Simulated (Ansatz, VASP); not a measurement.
## LiMgB4 in VASP and in Ansatz

```
Li Mg B
1.0
     3.01959    0.00000    0.00000
    -1.50979    2.61504    0.00000
     0.00000    0.00000    7.11520
Li Mg B
1 1 4
Direct
  0.00000 0.00000 0.50000
  0.00000 0.00000 0.00000
  0.33333 0.66667 0.74842
  0.66667 0.33333 0.74842
  0.33333 0.66667 0.25158
  0.66667 0.33333 0.25158
```

Alike in both runs: functional PBE; k mesh 6 × 6 × 4; occupations gaussian, width 0.1 eV; no spin polarisation.

Ansatz relaxed the structure, and its values are those at the end. VASP's run is a single point on that final structure, the one shown.

|  | VASP | Ansatz |
| --- | --- | --- |
| version | VASP 6.6.1 | Ansatz 0.2.0 |
| potentials or method | VASP PAW PBE potentials, release 64 (Li_sv, Mg, B), cutoff 520 eV | scalar-relativistic, plane waves, PAW |
| valence electrons in the cell | 17 | 25 |

```tsv
	VASP	Ansatz	Ansatz less VASP
gap on the k mesh at the Fermi level (eV)	none	none	-
rms of the force components (eV/Å)	0.003	0.000	-0.0032
```

A gap of «none» marks a metal or a gap that the smearing closes. VASP's potentials hold 17 valence electrons a cell and Ansatz's 25, so a difference there can come from the potentials and not from the codes.

The k mesh is coarse, so the values compare programs but aren't converged. Noted on VASP's run: the cutoff is under 1.25 times that of the potentials, so the pressure is a little rough.
